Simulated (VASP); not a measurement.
# MoW2C4 (P4/mmm) in VASP: relaxation of cell and atoms with PBE

Aim: the relaxation of cell and atoms of MoW2C4 with PBE.

Program: VASP 6.6.1. These are calculated values, not measurements. Logs are shortened: lines on timing, memory, paths and dates and some standing lists are left out, and cuts for length are marked.

### 1 The cell of the first run

It takes space group P4/mmm (No. 123, tetragonal). Conventional cell: a = 4.296 Å, b = 4.296 Å, c = 4.279 Å, α = 90.00°, β = 90.00°, γ = 90.00°. Mo (site symmetry 4/mmm) has 6 C at 2.14 to 2.15 Å within 2.8 Å. Within 2.8 Å of W (site symmetry mmm) lie 6 C at 2.14 to 2.15 Å. C (site symmetry mmm) has 2 W at 2.14 Å and 2 Mo at 2.15 Å within 2.8 Å. C (site symmetry 4/mmm) has 4 W at 2.15 Å within 2.8 Å. Within 2.8 Å of C (site symmetry 4/mmm) lie 2 Mo at 2.14 Å and 4 W at 2.15 Å.

### 2 Relaxation of cell and atoms, PBE

Contents of INCAR:

```
ALGO     = Fast           # electronic algorithm
EDIFF    = 1E-7           # SCF threshold, eV
EDIFFG   = -0.01          # ionic threshold
ENCUT    = 600            # plane-wave cutoff, eV
GGA      = PE             # functional
IBRION   = 2              # ionic algorithm
ISIF     = 3              # what is computed and relaxed
ISMEAR   = 0              # smearing method
LASPH    = True           # aspherical terms in the spheres
LCHARG   = False          # write CHGCAR
LREAL    = False          # projectors in reciprocal space
LWAVE    = False          # write WAVECAR
NELM     = 60             # most SCF steps
NSW      = 100            # ionic steps
PREC     = Accurate       # precision mode
SIGMA    = 0.1            # smearing width, eV
```

Contents of KPOINTS:

```
k-points
0
Gamma
  8 8 8
```

Contents of POSCAR:

```
MoW2C4
1.0
    4.2958324860      0.0000000000      0.0000000000
    0.0000000000      4.2958324860      0.0000000000
    0.0000000000      0.0000000000      4.2792115445
Mo W C
1 2 4
Direct
    0.5000000000      0.5000000000      0.0000000000
    0.0000000000      0.5000000000      0.5000000000
    0.5000000000      0.0000000000      0.5000000000
    0.0000000000      0.5000000000      0.0000000000
    0.5000000000      0.0000000000      0.0000000000
    0.0000000000      0.0000000000      0.5000000000
    0.5000000000      0.5000000000      0.5000000000
```

Potentials or basis: VASP PAW PBE potentials, release 64 (Mo_sv, W_sv, C).

Started as:

```
$ cat potpaw_PBE.64/Mo_sv/POTCAR potpaw_PBE.64/W_sv/POTCAR potpaw_PBE.64/C/POTCAR > POTCAR
$ mpirun -np 1 vasp_std > vasp.out
```

OUTCAR:

```text
EDIFF = 1E-7
   EDIFFG = -0.01
   ENCUT = 600
   GGA = PE
   IBRION = 2
   ISIF = 3
   ISMEAR = 0
   LASPH = True
   LREAL = False
   NELM = 60
   NSW = 100
   PREC = Accurate

 ion  position               nearest neighbor table
   1  0.500  0.500  0.000-   7 2.14   7 2.14   4 2.15   5 2.15   5 2.15   4 2.15   3 3.03   3 3.03
                             3 3.03   2 3.03   3 3.03   2 3.03   2 3.03   2 3.03
   2  0.000  0.500  0.500-   4 2.14   4 2.14   7 2.15   6 2.15   6 2.15   7 2.15   1 3.03   1 3.03
                             1 3.03   1 3.03   3 3.04   3 3.04   3 3.04   3 3.04
   3  0.500  0.000  0.500-   5 2.14   5 2.14   7 2.15   6 2.15   7 2.15   6 2.15   1 3.03   1 3.03
                             1 3.03   1 3.03   2 3.04   2 3.04   2 3.04   2 3.04
   4  0.000  0.500  0.000-   2 2.14   2 2.14   1 2.15   1 2.15
   5  0.500  0.000  0.000-   3 2.14   3 2.14   1 2.15   1 2.15
   6  0.000  0.000  0.500-   2 2.15   3 2.15   2 2.15   3 2.15
   7  0.500  0.500  0.500-   1 2.14   1 2.14   3 2.15   2 2.15   3 2.15   2 2.15

  LATTYP: Found a simple tetragonal cell.
 ALAT       =     4.2958324860
 C/A-ratio  =     0.9961309149

  Lattice vectors:

 A1 = (   4.2958324860,   0.0000000000,   0.0000000000)
 A2 = (   0.0000000000,   4.2958324860,   0.0000000000)
 A3 = (   0.0000000000,   0.0000000000,   4.2792115445)

Analysis of symmetry for initial positions (statically):
=====================================================================
 Subroutine PRICEL returns:
 Original cell was already a primitive cell.

 Routine SETGRP: Setting up the symmetry group for a
 simple tetragonal supercell.

 Subroutine GETGRP returns: Found 16 space group operations
 (whereof 16 operations were pure point group operations)
 out of a pool of 16 trial point group operations.

The static configuration has the point symmetry D_4h.

Analysis of symmetry for dynamics (positions and initial velocities):
=====================================================================
 Subroutine PRICEL returns:
 Original cell was already a primitive cell.

 Routine SETGRP: Setting up the symmetry group for a
 simple tetragonal supercell.

 Subroutine GETGRP returns: Found 16 space group operations
 (whereof 16 operations were pure point group operations)
 out of a pool of 16 trial point group operations.

The dynamic configuration has the point symmetry D_4h.

 Subroutine INISYM returns: Found 16 space group operations
 (whereof 16 operations are pure point group operations),
 and found     1 'primitive' translations

----------------------------------------------------------------------------------------

                                     Primitive cell

  volume of cell :      78.9693

  direct lattice vectors                    reciprocal lattice vectors
     4.295832486  0.000000000  0.000000000     0.232783751  0.000000000  0.000000000
     0.000000000  4.295832486  0.000000000     0.000000000  0.232783751  0.000000000
     0.000000000  0.000000000  4.279211544     0.000000000  0.000000000  0.233687909

  length of vectors
     4.295832486  4.295832486  4.279211544     0.232783751  0.232783751  0.233687909

  position of ions in fractional coordinates (direct lattice)
     0.500000000  0.500000000  0.000000000
     0.000000000  0.500000000  0.500000000
     0.500000000  0.000000000  0.500000000
     0.000000000  0.500000000  0.000000000
     0.500000000  0.000000000  0.000000000
     0.000000000  0.000000000  0.500000000
     0.500000000  0.500000000  0.500000000

  ion indices of the primitive-cell ions
   primitive index   ion index
                 1           1
                 2           2
                 3           3
                 4           4
                 5           5
                 6           6
                 7           7

----------------------------------------------------------------------------------------

 KPOINTS: k-points

Automatic generation of k-mesh.
 Grid dimensions read from file:
 generate k-points for:    8    8    8

 Generating k-lattice:

  Cartesian coordinates                     Fractional coordinates (reciprocal lattice)
     0.029097969  0.000000000  0.000000000     0.125000000  0.000000000  0.000000000
     0.000000000  0.029097969  0.000000000     0.000000000  0.125000000  0.000000000
     0.000000000  0.000000000  0.029210989     0.000000000  0.000000000  0.125000000

  Length of vectors
     0.029097969  0.029097969  0.029210989

  Shift w.r.t. Gamma in fractional coordinates (k-lattice)
     0.000000000  0.000000000  0.000000000

 Subroutine IBZKPT returns following result:
 ===========================================

 Found     75 irreducible k-points:

 Following reciprocal coordinates:
            Coordinates               Weight
  0.000000  0.000000  0.000000      1.000000
  0.125000  0.000000  0.000000      4.000000
  0.250000  0.000000  0.000000      4.000000
  0.375000  0.000000  0.000000      4.000000
  0.500000  0.000000  0.000000      2.000000
  0.125000  0.125000  0.000000      4.000000
[... 16 lines left out ...]
  0.375000  0.125000  0.125000     16.000000
  0.500000  0.125000  0.125000      8.000000
 [... further k-points ...]
   k-points           NKPTS =     75   k-points in BZ     NKDIM =     75   number of bands    NBANDS=     34
   number of dos      NEDOS =    301   number of ions     NIONS =      7
   total plane-waves  NPLWV =  46656
   dimension x,y,z NGX =    36 NGY =   36 NGZ =   36
   dimension x,y,z NGXF=    72 NGYF=   72 NGZF=   72
   ions per type =               1   2   4
   NGX,Y,Z   is equivalent  to a cutoff of  13.93, 13.93, 13.99 a.u.
   NGXF,Y,Z  is equivalent  to a cutoff of  27.86, 27.86, 27.97 a.u.
 SYSTEM =  unknown system
   PREC   = accura    normal or accurate (medium, high low for compatibility)
   ISTART =      0    job   : 0-new  1-cont  2-samecut
   ICHARG =      2    charge: 1-file 2-atom 10-const
   ISPIN  =      1    spin polarized calculation?
   LNONCOLLINEAR =      F non collinear calculations
   LSORBIT =      F    spin-orbit coupling
   LASPH  =      T    aspherical Exc in radial PAW
   ENCUT  =  600.0 eV  44.10 Ry    6.64 a.u.   8.58  8.58  8.55*2*pi/ulx,y,z
   NELM   =     60;   NELMIN=  2; NELMDL= -5     # of ELM steps
   EDIFF  = 0.1E-06   stopping-criterion for ELM
   LREAL  =      F    real-space projection
   EDIFFG = -.1E-01   stopping-criterion for IOM
   NSW    =    100    number of steps for IOM
   IBRION =      2    ionic relax: 0-MD 1-quasi-New 2-CG
   NFREE  =      1    steps in history (QN), initial steepest desc. (CG)
   ISIF   =      3    stress and relaxation
   ISYM   =      2    0-nonsym 1-usesym 2-fastsym
   POTIM  = 0.5000    time-step for ionic-motion
   TEBEG  =    0.0;   TEEND  =   0.0 temperature during run
   PSTRESS=    0.0 pullay stress
   NELECT =      58.0000    total number of electrons
   NUPDOWN=      -1.0000    fix difference up-down
   EMIN   =  10.00;   EMAX   =-10.00  energy-range for DOS
   EFERMI =   0.00;   METHOD = LEGACY
   ISMEAR =     0;   SIGMA  =   0.10  broadening in eV -4-tet -1-fermi 0-gaus
   EFERMI_NEDOS =   21; number of points for ismear=-14 and -15
   IALGO  =     68    algorithm
   IMIX   =      4    mixing-type and parameters
     AMIX     =   0.40;   BMIX     =  1.00
     AMIX_MAG =   1.60;   BMIX_MAG =  1.00
  volume/ion in A,a.u.               =      11.28        76.13
  Fermi-wavevector in a.u.,A,eV,Ry     =   1.477060  2.791238 29.683899  2.181705
  Thomas-Fermi vector in A             =   2.591510
   LORBIT       =      0    0 simple, 1 ext, 2 COOP (PROOUT), +10 PAW based schemes
   GGA     = PE    functional components
   LHFCALC =     F    Hartree Fock is set to
   AEXX    =    0.0000 exact exchange contribution
   IVDW    =     0    specifies the selected vdW correction
   LEPSILON=     F    determine dielectric tensor
   LRPA    =     F    only Hartree local field effects (RPA)
 conjugate gradient relaxation of ions
 non-spin polarized calculation
 RMM-DIIS sequential band-by-band and
 Gauss-broadening in eV      SIGMA  =   0.10
  energy-cutoff  :      600.00
  volume of cell :       78.97
 maximum number of plane-waves:      2669
 NGX is ok and might be reduce to    36
   NGX = 17   NGY = 17   NGZ = 17

--------------------------------------- Ionic step        1  -------------------------------------------

 number of electron      57.9999995 magnetization

 Free energy of the ion-electron system (eV)
  ---------------------------------------------------
  ext. energy  EPLUGINS =         0.00000000
  ---------------------------------------------------
  free energy    TOTEN  =       -69.80496892 eV

  energy without entropy =      -69.78734485  energy(sigma->0) =      -69.79615689

------------------------ aborting loop because EDIFF is reached ----------------------------------------

  FORCE on cell =-STRESS in cart. coord.  units (eV):
  Direction    XX          YY          ZZ          XY          YZ          ZX
  --------------------------------------------------------------------------------------
  -------------------------------------------------------------------------------------
  Total       -0.2914992     -0.2914992      0.0185652      0.0000000      0.0000000      0.0000000
  in kB       -5.9141125     -5.9141125      0.3766614      0.0000000      0.0000000      0.0000000
  external PRESSURE =      -3.8171879 kB  Pullay stress =       0.0000000 kB
[... 190 lines left out ...]
  energy  without entropy=      -69.7876962605  energy(sigma->0) =      -69.79653906

--------------------------------------- Ionic step        6  -------------------------------------------

 number of electron      57.9999995 magnetization

 Free energy of the ion-electron system (eV)
  ---------------------------------------------------
  ext. energy  EPLUGINS =         0.00000000
  ---------------------------------------------------
  free energy    TOTEN  =       -69.80539501 eV

  energy without entropy =      -69.78771538  energy(sigma->0) =      -69.79655520

 E-fermi :   9.5063     XC(G=0): -12.6717

 val. band max:        9.5005691510   @ k =   0.5000   0.1250   0.3750
 cond. band min:       9.5138676605   @ k =   0.2500   0.1250   0.2500
 fundamental gap:      0.0132985095
 Fermi energy:         9.5062738241

 k-point     1 :       0.0000    0.0000    0.0000
  band No.  band energies     occupation
      1     -65.3225      2.00000
      2     -65.2893      2.00000
      3     -52.2398      2.00000
      4     -29.8653      2.00000
      5     -29.8653      2.00000
      6     -29.5029      2.00000
[... 877 lines left out ...]
     33      11.2469      0.00000
     34      11.3355      0.00000

 [... further k-points ...]

------------------------ aborting loop because EDIFF is reached ----------------------------------------

  FORCE on cell =-STRESS in cart. coord.  units (eV):
  Direction    XX          YY          ZZ          XY          YZ          ZX
  --------------------------------------------------------------------------------------
  -------------------------------------------------------------------------------------
  Total       -0.0007784     -0.0007784      0.0035135      0.0000000      0.0000000     -0.0000000
  in kB       -0.0158120     -0.0158120      0.0713747      0.0000000      0.0000000     -0.0000000
  external PRESSURE =       0.0132502 kB  Pullay stress =       0.0000000 kB
[... 22 lines left out ...]
  FREE ENERGIE OF THE ION-ELECTRON SYSTEM (eV)
  ---------------------------------------------------
  free  energy   TOTEN  =       -69.8053950080 eV

  energy  without entropy=      -69.7877153838  energy(sigma->0) =      -69.79655520

 reached required accuracy - stopping structural energy minimisation
```

Run time: 40 min. Hardware: 1 thread of Oxide Virtual Turin-like, shared host; peak memory 0.35 GiB.

Results:

| Item | Value |
| --- | --- |
| Free energy | -69.8054 eV |
| Relaxed volume | 11.27 Å³/atom |
| Relaxed cell | a = 4.292 Å, b = 4.292 Å, c = 4.281 Å, α = 90.00°, β = 90.00°, γ = 90.00° |
| Space group after relaxing (to 0.1 Å) | P4/mmm (No. 123) |
| Energy gained by relaxing | 0.1 meV/atom |
| Ionic steps | 6 |
| Pressure after relaxing | 0.0 GPa |
| Band gap on the k mesh | zero (bands 29 and 30 overlap by 2.26 eV) |

Step by step:
| step | energy change (eV) | largest force (eV/Å) | pressure (GPa) | volume (Å³) |
| --- | --- | --- | --- | --- |
| 1 | 0.0000 | 0.0000 | -0.38 | 78.97 |
| 2 | 0.0002 | 0.0000 | 0.81 | 78.66 |
| 3 | -0.0004 | 0.0000 | 0.18 | 78.82 |
| 4 | -0.0004 | 0.0000 | 0.06 | 78.85 |
| 5 | -0.0004 | 0.0000 | -0.07 | 78.89 |
| 6 | -0.0004 | 0.0000 | 0.00 | 78.87 |

Final structure:
```
CELL_PARAMETERS angstrom
4.29241 0.00000 0.00000
0.00000 4.29241 0.00000
0.00000 0.00000 4.28056
ATOMIC_POSITIONS crystal
Mo 0.50000 0.50000 0.00000
W 0.00000 0.50000 0.50000
W 0.50000 0.00000 0.50000
C 0.00000 0.50000 0.00000
C 0.50000 0.00000 0.00000
C 0.00000 0.00000 0.50000
C 0.50000 0.50000 0.50000
```

Levels at points of the mesh, in eV from the Fermi level:
| k point | band 27 | band 28 | band 29 | band 30 | band 31 | band 32 |
| --- | --- | --- | --- | --- | --- | --- |
| (0.00, 0.00, 0.00) | -0.60 | -0.60 | -0.33 | -0.04 | -0.04 | 0.06 |
| (0.50, 0.00, 0.00) | -0.86 | -0.78 | -0.76 | -0.71 | 0.31 | 1.78 |
| (0.50, 0.50, 0.00) | -3.69 | 0.31 | 1.06 | 1.47 | 2.06 | 2.06 |
| (0.00, 0.00, 0.50) | -1.00 | -0.96 | -0.96 | -0.79 | 0.64 | 1.43 |
| (0.50, 0.00, 0.50) | -3.59 | 0.03 | 0.75 | 1.48 | 1.69 | 2.22 |
| (0.50, 0.50, 0.50) | -0.92 | -0.84 | 1.47 | 1.47 | 1.87 | 2.74 |

Caveat: spin-orbit coupling is left out, which moves the levels of the heavy elements.
